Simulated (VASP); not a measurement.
## Br: single point with LDA

Br:

```
CELL_PARAMETERS angstrom
0.00000 1.88098 1.88098
1.88098 0.00000 1.88098
1.88098 1.88098 0.00000
ATOMIC_POSITIONS crystal
Br 0.00000 0.00000 0.00000
```

This cell differs from its parent crystal: volume scaled by 0.58.

```yaml
Program: VASP 6.6.1
Task: single point
Functional: LDA
Potentials_or_basis: VASP PAW LDA potentials, release 64 (Br)
Cutoff: 520 eV
k_mesh: 14 × 14 × 14
Occupations: fermi-dirac, width 0.1 eV
Spin: no spin polarisation
```

```json
{
  "Pressure": "95.7 GPa"
}
```

Levels at points of the mesh, in eV from the Fermi level:
```csv
k point,band 2,band 3,band 4,band 5,band 6,band 7
"(0.00, 0.00, 0.00)",2.97,2.97,2.97,12.35,12.35,12.35
"(0.50, 0.00, 0.00)",-11.68,0.98,0.98,9.20,11.14,11.14
"(0.50, 0.50, 0.00)",-10.42,-3.05,-3.05,3.55,4.19,26.85
```

Run time: 6.5 s on 1 thread of Intel Xeon 6975P-C (shared host), peak memory 0.13 GiB.

Caveat: an odd number of electrons without spin polarisation forces a metal; a magnetic or distorted state may lie lower.
